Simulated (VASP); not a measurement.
## BN: single point with PBE+D3(BJ)

BN, a slab with vacuum:

```
B N
1.0
     2.60900    0.00000    0.00000
    -1.30450    2.25946    0.00000
     0.00000    0.00000   26.00000
B N
1 1
Direct
  0.00000 0.00000 0.51373
  0.66667 0.33333 0.48627
```

```yaml
Program: VASP 6.6.1
Task: single point
Functional: PBE
Dispersion: D3(BJ)
Potentials_or_basis: VASP PAW PBE potentials, release 64 (B, N)
Cutoff: 520 eV
k_mesh: 12 × 12 × 1
Occupations: gaussian, width 0.02 eV
Spin: no spin polarisation
```

```
Largest force              : 9.609 eV/Å
Band gap on the k mesh     : 0.44 eV, direct
Dispersion energy per atom : -0.070 eV
```

Forces in eV/Å, atoms in the order of the input:
```
B    0.000  0.000 -9.609
N    0.000  0.000  9.609
```

Levels at points of the mesh, in eV from the valence-band top:
| k point | band 1 | band 2 | band 3 | band 4 | band 5 | band 6 | band 7 | band 8 | band 9 |
| --- | --- | --- | --- | --- | --- | --- | --- | --- | --- |
| (0.00, 0.00, 0.00) | -16.85 | -5.94 | 0.00 | 0.00 | 0.44 | 3.26 | 3.82 | 4.90 | 6.18 |
| (0.50, 0.00, 0.00) | -13.84 | -7.86 | -2.33 | -2.23 | 0.99 | 6.01 | 9.47 | 10.20 | 10.72 |

It took 38 s on 1 thread of Intel(R) Xeon(R) Platinum 8375C CPU @ 2.90GHz (Ice Lake) (shared host), peak memory 0.27 GiB.
